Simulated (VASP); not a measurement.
# SrAuN2: single point with PBE

SrAuN2:

```
CELL_PARAMETERS angstrom
4.61244 0.00000 0.00000
-2.30622 3.99449 0.00000
0.00000 0.00000 4.26662
ATOMIC_POSITIONS crystal
Sr 0.00000 0.00000 0.00000
Au 0.66667 0.33333 0.50000
N 0.33333 0.66667 0.69063
N 0.33333 0.66667 0.30937
```

The cell was built from a structure type or drawn by symmetry, and may not be a known phase.

* Program: VASP 6.6.1
* Task: single point
* Functional: PBE
* Potentials or basis: VASP PAW PBE potentials, release 64 (Sr_sv, Au, N)
* Cutoff: 520 eV
* k mesh: 6 × 6 × 4
* Occupations: gaussian, width 0.1 eV
* Spin: no spin polarisation

| Property | Result |
| --- | --- |
| Pressure | -11.7 GPa |
| Largest force | 5.258 eV/Å |
| Band gap on the k mesh | zero (an odd number of electrons rules out a gap without spin polarisation) |

Forces in eV/Å, atoms in the order of the input:
```
Sr   0.000  0.000  0.000
Au   0.000  0.000  0.000
N    0.000  0.000 -5.258
N    0.000  0.000  5.258
```

Stress tensor (GPa, compression positive):
```
 -9.61   0.00   0.00
  0.00  -9.61   0.00
  0.00   0.00 -15.76
```

Levels at points of the mesh, in eV from the Fermi level:
```
           k point  band 12  band 13  band 14  band 15  band 16  band 17  band 18  band 19
(0.00, 0.00, 0.00)    -3.38    -2.58    -1.94    -1.94     0.31     0.31     3.66     4.31
(0.50, 0.00, 0.00)    -3.33    -3.27    -2.63     0.02     0.06     0.52     2.23     4.96
(0.00, 0.00, 0.50)    -2.54    -1.60    -1.60    -1.20    -0.27    -0.27     1.03     3.79
(0.50, 0.00, 0.50)    -3.06    -2.76    -2.57    -1.18     0.02     0.47     2.64     3.77
```

It took 70 s on 1 thread of Intel Xeon 8259CL, with other jobs on the host, peak memory 0.22 GiB.

Caveat: the k points lie up to 0.37 Å⁻¹ apart, too coarse for converged energies and pressures of a metal; spin-orbit coupling is left out, which moves the levels of the heavy elements; forces of over 1 eV/Å act on the atoms, so gaps and moduli don't describe the material at rest.
